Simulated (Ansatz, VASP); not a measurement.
**Mg4FeO3: VASP beside Ansatz**

```
Mg Fe O
1.0
    -2.37682    2.37682    4.50276
     2.37682   -2.37682    4.50276
     2.37682    2.37682   -4.50276
Mg Fe O
4 1 3
Direct
  0.00000 0.50000 0.50000
  0.50000 0.00000 0.50000
  0.71896 0.71896 0.00000
  0.28104 0.28104 0.00000
  0.00000 0.00000 0.00000
  0.75000 0.25000 0.50000
  0.25000 0.75000 0.50000
  0.50000 0.50000 0.00000
```

Alike in both runs: functional PBE; k mesh 5 × 5 × 5; occupations gaussian, width 0.2 eV; collinear spin.

Ansatz relaxed the structure, and its values are those at the end. VASP's run is a single point on that final structure, the one shown.

|  | VASP | Ansatz |
| --- | --- | --- |
| version | VASP 6.6.1 | Ansatz 0.2.0 |
| potentials or method | VASP PAW PBE potentials, release 64 (Mg, Fe, O), cutoff 600 eV | scalar-relativistic, plane waves, PAW |
| valence electrons in the cell | 34 | 74 |

```csv
,VASP,Ansatz,Ansatz less VASP
gap on the k mesh at the Fermi level (eV),none,none,-
pressure (GPa),-0.3,0.1,+0.44
net moment per atom (μB),0.28,0.28,-0.001
size of the moment on the site where the two differ most (μB),2.13,2.02,-0.110
```

Site moments also hang on the region over which each program counts them. A gap of «none» marks a metal or a gap that the smearing closes. VASP's potentials hold 34 valence electrons a cell and Ansatz's 74, so a difference there can come from the potentials and not from the codes.

The k mesh is coarse, so the values compare programs but aren't converged.
